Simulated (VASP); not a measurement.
# C (C2/m) in VASP: notebook

Runs on C. Level: PBE+D3(BJ). Tasks: single point.

All numbers are computed with VASP 6.6.1; they aren't measurements. Logs are shortened: lines on timing, memory, paths and dates and some standing lists are left out, and cuts for length are marked.

## Step 1: The cell of the first run

The structure is monoclinic, space group C2/m (No. 12). The conventional cell has a = 4.268 Å, b = 2.466 Å, c = 3.996 Å, α = 90.00°, β = 121.71°, γ = 90.00°. Within 1.9 Å of C (site symmetry m) lie 3 C at 1.42 Å.

## Step 2: Single point, PBE+D3(BJ) (strain +0.0100 x Voigt [0, 0, 0, 1, 0, 0])

INCAR reads:

```
ALGO = Normal ; EDIFF = 1E-7
ENCUT = 520 ; GGA = PE
ISIF = 2 ; ISMEAR = 0
IVDW = 12 ; LASPH = T
LCHARG = F ; LREAL = F
LWAVE = F ; NBANDS = 16
NELM = 80 ; PREC = Accurate
SIGMA = 0.15
```

KPOINTS reads:

```
k-points
0
Gamma
  22 22 8
```

POSCAR reads:

```
C
1.0
    1.2327689981     -2.1341461166     -0.0106707306
    1.2327689981      2.1341461166      0.0106707306
    0.0000000000      0.0339949184      6.7989836842
C
4
Direct
    0.0833101797      0.9166898203      0.7500000000
    0.5833101797      0.4166898203      0.2500000000
    0.9166898203      0.0833101797      0.2500000000
    0.4166898203      0.5833101797      0.7500000000
```

Potentials or basis: VASP PAW PBE potentials, release 64 (C).

The run is started by

```sh
> cat potpaw_PBE.64/C/POTCAR > POTCAR
> mpirun -np 1 vasp_std > vasp.out
```

OUTCAR:

```text
EDIFF = 1E-7
   ENCUT = 520
   GGA = PE
   ISIF = 2
   ISMEAR = 0
   IVDW = 12
   LASPH = T
   LREAL = F
   NELM = 80
   PREC = Accurate
 IVDW          = 12

 ion  position               nearest neighbor table
   1  0.083  0.917  0.750-   4 1.42   4 1.42   4 1.42
   2  0.583  0.417  0.250-   3 1.42   3 1.42   3 1.42
   3  0.917  0.083  0.250-   2 1.42   2 1.42   2 1.42
   4  0.417  0.583  0.750-   1 1.42   1 1.42   1 1.42

  LATTYP: Found a base centered monoclinic cell.
 ALAT       =     4.2683455865
 B/A-ratio  =     0.5776331710
 C/A-ratio  =     1.5929049167
 COS(beta)  =    -0.0099997500

  Lattice vectors:

 A1 = (  -1.2327689981,  -2.1341461166,  -0.0106707306)
 A2 = (   1.2327689981,  -2.1341461166,  -0.0106707306)
 A3 = (   0.0000000000,   0.0339949184,   6.7989836842)

Analysis of symmetry for initial positions (statically):
=====================================================================
 Subroutine PRICEL returns following result:

  LATTYP: Found a base centered monoclinic cell.
 ALAT       =     4.2683455865
 B/A-ratio  =     0.5776331710
 C/A-ratio  =     0.9361475273
 COS(beta)  =    -0.5255962978

  Lattice vectors:

 A1 = (   1.2327689981,   2.1341461166,   0.0106707306)
 A2 = (  -1.2327689981,   2.1341461166,   0.0106707306)
 A3 = (  -0.0000000000,  -2.1171486574,   3.3888211115)

   2 primitive cells build up your supercell.

 Routine SETGRP: Setting up the symmetry group for a
 base centered monoclinic supercell.

 Subroutine GETGRP returns: Found  4 space group operations
 (whereof  4 operations were pure point group operations)
 out of a pool of  4 trial point group operations.

The static configuration has the point symmetry C_2h.

Analysis of symmetry for dynamics (positions and initial velocities):
=====================================================================
 Subroutine PRICEL returns following result:

  LATTYP: Found a base centered monoclinic cell.
 ALAT       =     4.2683455865
 B/A-ratio  =     0.5776331710
 C/A-ratio  =     0.9361475273
 COS(beta)  =    -0.5255962978

  Lattice vectors:

 A1 = (   1.2327689981,   2.1341461166,   0.0106707306)
 A2 = (  -1.2327689981,   2.1341461166,   0.0106707306)
 A3 = (  -0.0000000000,  -2.1171486574,   3.3888211115)

   2 primitive cells build up your supercell.

 Routine SETGRP: Setting up the symmetry group for a
[... 104 lines left out ...]
   ENCUT  =  520.0 eV  38.22 Ry    6.18 a.u.   4.58  4.58 12.64*2*pi/ulx,y,z
   NELM   =     80;   NELMIN=  2; NELMDL= -5     # of ELM steps
   EDIFF  = 0.1E-06   stopping-criterion for ELM
   LREAL  =      F    real-space projection
   EDIFFG = 0.1E-05   stopping-criterion for IOM
   NSW    =      0    number of steps for IOM
   IBRION =     -1    ionic relax: 0-MD 1-quasi-New 2-CG
   NFREE  =      0    steps in history (QN), initial steepest desc. (CG)
   ISIF   =      2    stress and relaxation
   ISYM   =      2    0-nonsym 1-usesym 2-fastsym
   POTIM  = 0.5000    time-step for ionic-motion
   TEBEG  =    0.0;   TEEND  =   0.0 temperature during run
   PSTRESS=    0.0 pullay stress
   NELECT =      16.0000    total number of electrons
   NUPDOWN=      -1.0000    fix difference up-down
   EMIN   =  10.00;   EMAX   =-10.00  energy-range for DOS
   EFERMI =   0.00;   METHOD = LEGACY
   ISMEAR =     0;   SIGMA  =   0.15  broadening in eV -4-tet -1-fermi 0-gaus
   EFERMI_NEDOS =   21; number of points for ismear=-14 and -15
   IALGO  =     38    algorithm
   IMIX   =      4    mixing-type and parameters
     AMIX     =   0.40;   BMIX     =  1.00
     AMIX_MAG =   1.60;   BMIX_MAG =  1.00
  volume/ion in A,a.u.               =       8.94        60.35
  Fermi-wavevector in a.u.,A,eV,Ry     =   1.251964  2.365869 21.325959  1.567414
  Thomas-Fermi vector in A             =   2.385887
   LORBIT       =      0    0 simple, 1 ext, 2 COOP (PROOUT), +10 PAW based schemes
   GGA     = PE    functional components
   LHFCALC =     F    Hartree Fock is set to
   AEXX    =    0.0000 exact exchange contribution
   IVDW    =    12    specifies the selected vdW correction
   LEPSILON=     F    determine dielectric tensor
   LRPA    =     F    only Hartree local field effects (RPA)
 non-spin polarized calculation
 Gauss-broadening in eV      SIGMA  =   0.15
  energy-cutoff  :      520.00
  volume of cell :       35.77
 maximum number of plane-waves:       984
   NGX =  9   NGY =  9   NGZ = 25

 number of electron      15.9999998 magnetization

 Free energy of the ion-electron system (eV)
  ---------------------------------------------------
  ext. energy  EPLUGINS =         0.00000000
  ---------------------------------------------------
  free energy    TOTEN  =       -36.84950711 eV

  energy without entropy =      -36.84887361  energy(sigma->0) =      -36.84919036

 E-fermi :   4.5241     XC(G=0): -10.2306

 val. band max:        4.4777372659   @ k =   0.3182   0.3182   0.1250
 cond. band min:       4.5970792831   @ k =   0.3182   0.3182   0.2500
 fundamental gap:      0.1193420172
 Fermi energy:         4.5241420351

 k-point     1 :       0.0000    0.0000    0.0000
  band No.  band energies     occupation
      1     -15.0741      2.00000
      2     -14.8029      2.00000
      3      -3.8947      2.00000
      4      -2.0544      2.00000
      5       1.5357      2.00000
      6       1.5536      2.00000
[... 433 lines left out ...]
      3      -7.5476      2.00000
      4      -7.4007      2.00000
      5      -1.8890      2.00000
      6      -1.8642      2.00000
[... 8 lines left out ...]
     15      17.9952      0.00000
     16      19.9709      0.00000

 [... further k-points ...]

------------------------ aborting loop because EDIFF is reached ----------------------------------------

 Edisp (eV)   -0.61558

 E8    (eV) :    -0.1741

  FORCE on cell =-STRESS in cart. coord.  units (eV):
  Direction    XX          YY          ZZ          XY          YZ          ZX
  --------------------------------------------------------------------------------------
  -------------------------------------------------------------------------------------
  Total       0.16044     0.14505    -0.01294     0.00000     0.00584     0.00000
  in kB       7.18565     6.49626    -0.57948     0.00000     0.26176     0.00000
  external pressure =        4.37 kB  Pullay stress =        0.00 kB

 VOLUME and BASIS-vectors are now :
 -----------------------------------------------------------------------------
  energy-cutoff  :      520.00
  volume of cell :       35.77
      direct lattice vectors                 reciprocal lattice vectors
     1.232768998 -2.134146117 -0.010670731     0.405590991 -0.234291596  0.001171458
     1.232768998  2.134146117  0.010670731     0.405590991  0.234291596 -0.001171458
     0.000000000  0.033994918  6.798983684     0.000000000 -0.000735422  0.147084483

 POSITION                                       TOTAL-FORCE (eV/Angst)
 -----------------------------------------------------------------------------------
      1.23277      1.80405      5.10813         0.000000     -0.006095     -0.001093
      1.23277     -0.34709      1.69797         0.000000     -0.006095     -0.001093
      1.23277     -1.77006      1.69085         0.000000      0.006095      0.001093
      1.23277      0.38109      5.10102         0.000000      0.006095      0.001093
 -----------------------------------------------------------------------------------
    total drift:                                0.000000      0.000000      0.000000

  FREE ENERGIE OF THE ION-ELECTRON SYSTEM (eV)
  ---------------------------------------------------
  free  energy   TOTEN  =       -37.4650833361 eV

  energy  without entropy=      -37.4644498421  energy(sigma->0) =      -37.46476659
```

stdout:

```text
POSCAR found type information on POSCAR C
 POSCAR found :  1 types and       4 ions
 scaLAPACK will be used
 LDA part: xc-table for (Slater+PW92), standard interpolation
 POSCAR, INCAR and KPOINTS ok, starting setup
 FFT: planning ... GRIDC
 FFT: planning ... GRID_SOFT
 FFT: planning ... GRID
 WAVECAR not read
 entering main loop
```

Run time: 4.1 min. Hardware: 1 thread of AMD EPYC 9R45 (Zen 5), shared host; peak memory 0.47 GiB.

Results:

```
Free energy                : -37.4651 eV
Pressure                   : 0.4 GPa
Largest force              : 0.006 eV/Å
Band gap on the k mesh     : zero (band 8 reaches 4.48 eV, above the bottom of band 9 at 4.44 eV)
Dispersion energy per atom : -0.154 eV
```

Forces in eV/Å, atoms in the order of the input:
```
C    0.000 -0.006 -0.001
C    0.000 -0.006 -0.001
C    0.000  0.006  0.001
C    0.000  0.006  0.001
```

Stress tensor (GPa, compression positive):
```
 0.72  0.00  0.00
 0.00  0.65  0.03
 0.00  0.03 -0.06
```

Levels at points of the mesh, in eV from the Fermi level:
```tsv
k point	band 5	band 6	band 7	band 8	band 9	band 10	band 11	band 12
(0.00, 0.00, 0.00)	-2.99	-2.97	-2.96	-2.96	4.22	8.34	8.37	8.40
(0.50, 0.00, 0.00)	-6.35	-6.35	-2.40	-2.40	1.90	1.90	7.45	7.45
(0.50, 0.50, 0.00)	-6.38	-6.33	-2.94	-1.60	1.04	2.49	7.25	7.62
(0.00, 0.00, 0.50)	-2.97	-2.97	-2.97	-2.97	6.76	6.76	8.39	8.39
(0.50, 0.00, 0.50)	-6.35	-6.35	-2.33	-2.30	1.68	1.71	7.43	7.46
(0.50, 0.50, 0.50)	-6.36	-6.36	-2.32	-2.32	1.71	1.71	7.43	7.43
```

Caveat: the cell differs from its parent crystal (strain +0.0100 x Voigt [0, 0, 0, 1, 0, 0]).

## Step 3: Single point, PBE+D3(BJ) (strain +0.0350 x Voigt [0, 0, 0, 1, 0, 0])

INCAR reads:

```
SYSTEM = C
PREC = Accurate
ENCUT = 520
EDIFF = 1E-6
ISMEAR = 0
SIGMA = 0.15
LREAL = .FALSE.
LASPH = .TRUE.
NELM = 80
ALGO = Normal
ISIF = 2
LWAVE = .FALSE.
LCHARG = .FALSE.
GGA = PE
IVDW = 12
NBANDS = 16
```

KPOINTS reads:

```
Automatic mesh
0
G
  22 22 8
  0 0 0
```

POSCAR reads:

```
C
1.0
    1.2327689981     -2.1341461166     -0.0373475570
    1.2327689981      2.1341461166      0.0373475570
    0.0000000000      0.1189822145      6.7989836842
C
4
Direct
    0.0833101797      0.9166898203      0.7500000000
    0.5833101797      0.4166898203      0.2500000000
    0.9166898203      0.0833101797      0.2500000000
    0.4166898203      0.5833101797      0.7500000000
```

Potentials or basis: VASP PAW PBE potentials, release 64 (C).

The run is started by

```sh
> cat potpaw_PBE.64/C/POTCAR > POTCAR
> mpirun -np 1 vasp_std > vasp.out
```

Run time: 3.6 min. Hardware: 1 thread of AMD EPYC 9R45 (Zen 5), shared host; peak memory 0.46 GiB.

The run converged. Its results:

```yaml
Free_energy: -37.4654 eV
Pressure: 0.4 GPa
Largest_force: 0.008 eV/Å
Band_gap_on_the_k_mesh: zero (band 8 reaches 4.47 eV, above the bottom of band 9 at 4.44 eV)
Dispersion_energy_per_atom: -0.154 eV
```

Forces on the atoms (eV/Å):
```
C    0.000 -0.007 -0.004
C    0.000 -0.007 -0.004
C    0.000  0.007  0.004
C    0.000  0.007  0.004
```

Stress tensor (GPa, compression positive):
```
 0.68  0.00  0.00
 0.00  0.50  0.09
 0.00  0.09 -0.08
```

Levels at points of the mesh, in eV from the Fermi level:
```tsv
k point	band 4	band 5	band 6	band 7	band 8	band 9	band 10	band 11	band 12	band 13
(0.00, 0.00, 0.00)	-6.58	-2.99	-2.97	-2.96	-2.96	4.22	8.34	8.37	8.40	8.43
(0.50, 0.00, 0.00)	-13.17	-6.35	-6.35	-2.40	-2.40	1.90	1.90	7.44	7.44	11.33
(0.50, 0.50, 0.00)	-13.10	-6.38	-6.33	-2.94	-1.62	1.05	2.47	7.25	7.61	11.21
(0.00, 0.00, 0.50)	-7.59	-2.98	-2.98	-2.97	-2.97	6.76	6.76	8.38	8.38	8.38
(0.50, 0.00, 0.50)	-13.17	-6.36	-6.34	-2.38	-2.26	1.64	1.75	7.39	7.49	12.38
(0.50, 0.50, 0.50)	-13.18	-6.36	-6.36	-2.32	-2.32	1.71	1.71	7.43	7.43	12.53
```

Caveat: the cell differs from its parent crystal (strain +0.0350 x Voigt [0, 0, 0, 1, 0, 0]).

## Step 4: Single point, PBE+D3(BJ) (strain +0.0250 x Voigt [0, 0, 0, 1, 0, 0])

INCAR reads:

```
SYSTEM = C
PREC     = Accurate       ! precision mode
ENCUT    = 520            ! plane-wave cutoff, eV
EDIFF    = 1E-6           ! SCF threshold, eV
ISMEAR   = 0              ! smearing method
SIGMA    = 0.15           ! smearing width, eV
LREAL    = .False.        ! projectors in reciprocal space
LASPH    = .True.         ! aspherical terms in the spheres
NELM     = 60             ! most SCF steps
ALGO     = Normal         ! electronic algorithm
ISIF     = 2              ! what is computed and relaxed
LWAVE    = .False.        ! write WAVECAR
LCHARG   = .False.        ! write CHGCAR
GGA      = PE             ! functional
IVDW     = 12             ! dispersion correction
NBANDS   = 16             ! bands
```

KPOINTS reads:

```
Automatic mesh
0
Gamma
  22 22 8
  0 0 0
```

POSCAR reads:

```
C
1.0
    1.2327689981     -2.1341461166     -0.0266768265
    1.2327689981      2.1341461166      0.0266768265
    0.0000000000      0.0849872961      6.7989836842
C
4
Direct
    0.0833101797      0.9166898203      0.7500000000
    0.5833101797      0.4166898203      0.2500000000
    0.9166898203      0.0833101797      0.2500000000
    0.4166898203      0.5833101797      0.7500000000
```

The run is started by

```sh
> cat potpaw_PBE.64/C/POTCAR > POTCAR
> mpirun -np 1 vasp_std > vasp.out
```

Run time: 3.6 min. Hardware: 1 thread of AMD EPYC 9R45 (Zen 5), shared host; peak memory 0.47 GiB.

Results (log left out):

- Free energy: -37.4652 eV
- Pressure: 0.4 GPa
- Largest force: 0.007 eV/Å
- Band gap on the k mesh: zero (band 8 reaches 4.47 eV, above the bottom of band 9 at 4.44 eV)
- Dispersion energy per atom: -0.154 eV

Forces in eV/Å, atoms in the order of the input:
```
C    0.000 -0.007 -0.003
C    0.000 -0.007 -0.003
C    0.000  0.007  0.003
C    0.000  0.007  0.003
```

Stress tensor (GPa, compression positive):
```
 0.70  0.00  0.00
 0.00  0.58  0.06
 0.00  0.06 -0.08
```

Levels at points of the mesh, in eV from the Fermi level:
| k point | band 4 | band 5 | band 6 | band 7 | band 8 | band 9 | band 10 | band 11 | band 12 | band 13 |
| --- | --- | --- | --- | --- | --- | --- | --- | --- | --- | --- |
| (0.00, 0.00, 0.00) | -6.58 | -2.99 | -2.97 | -2.96 | -2.96 | 4.22 | 8.34 | 8.37 | 8.40 | 8.43 |
| (0.50, 0.00, 0.00) | -13.17 | -6.35 | -6.35 | -2.40 | -2.40 | 1.90 | 1.90 | 7.45 | 7.45 | 11.32 |
| (0.50, 0.50, 0.00) | -13.10 | -6.38 | -6.33 | -2.94 | -1.61 | 1.05 | 2.48 | 7.25 | 7.61 | 11.21 |
| (0.00, 0.00, 0.50) | -7.59 | -2.97 | -2.97 | -2.97 | -2.97 | 6.76 | 6.76 | 8.38 | 8.38 | 8.39 |
| (0.50, 0.00, 0.50) | -13.17 | -6.35 | -6.34 | -2.36 | -2.28 | 1.66 | 1.73 | 7.41 | 7.48 | 12.42 |
| (0.50, 0.50, 0.50) | -13.18 | -6.36 | -6.36 | -2.32 | -2.32 | 1.71 | 1.71 | 7.43 | 7.43 | 12.57 |

Caveat: the cell differs from its parent crystal (strain +0.0250 x Voigt [0, 0, 0, 1, 0, 0]).

## Step 5: The runs side by side

```tsv
cell	gap on the mesh (eV)	pressure (GPa)	largest force (eV/Å)
a = 2.465, b = 2.465, c = 6.799 Å, angles 89.5, 90.5, 120.0°, 4 atoms	none	0.4	0.01
a = 2.465, b = 2.465, c = 6.800 Å, angles 88.3, 91.7, 120.0°, 4 atoms	none	0.4	0.01
a = 2.465, b = 2.465, c = 6.800 Å, angles 88.8, 91.2, 120.0°, 4 atoms	none	0.4	0.01
```

Alike in all rows: task single point; level PBE+D3(BJ); potentials or basis VASP PAW PBE potentials, release 64 (C); no spin polarisation; k mesh 22 × 22 × 8; cutoff (eV) 520; smearing gaussian 0.15 eV.

Total energies depend on the potentials used, so only differences within one code and one set of settings carry meaning.
